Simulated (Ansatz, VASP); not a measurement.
# Ag in VASP and in Ansatz

```xyz
1
Lattice="-1.6517 1.6517 1.6517 1.6517 -1.6517 1.6517 1.6517 1.6517 -1.6517" Properties=species:S:1:pos:R:3 pbc="T T T"
Ag    0.0000    0.0000    0.0000
```

Alike in both runs: functional PBE; k mesh 14 × 14 × 14; occupations fermi-dirac, width 0.1 eV; no spin polarisation.

Ansatz relaxed the structure, and its values are those at the end. VASP's run is a single point on that final structure, the one shown.

|  | VASP | Ansatz |
| --- | --- | --- |
| version | VASP 6.6.1 | Ansatz 0.2.0 |
| potentials or method | VASP PAW PBE potentials, release 64 (Ag), cutoff 500 eV | plane waves (420 eV) with PAW, scalar-relativistic |
| valence electrons in the cell | 11 | 19 |

```csv
,VASP,Ansatz,Ansatz less VASP
pressure (GPa),-0.1,0.0,+0.06
```

The functional is the same, so the differences come from potentials, cutoffs and numerics. VASP's potentials hold 11 valence electrons a cell and Ansatz's 19, so a difference there can come from the potentials and not from the codes.
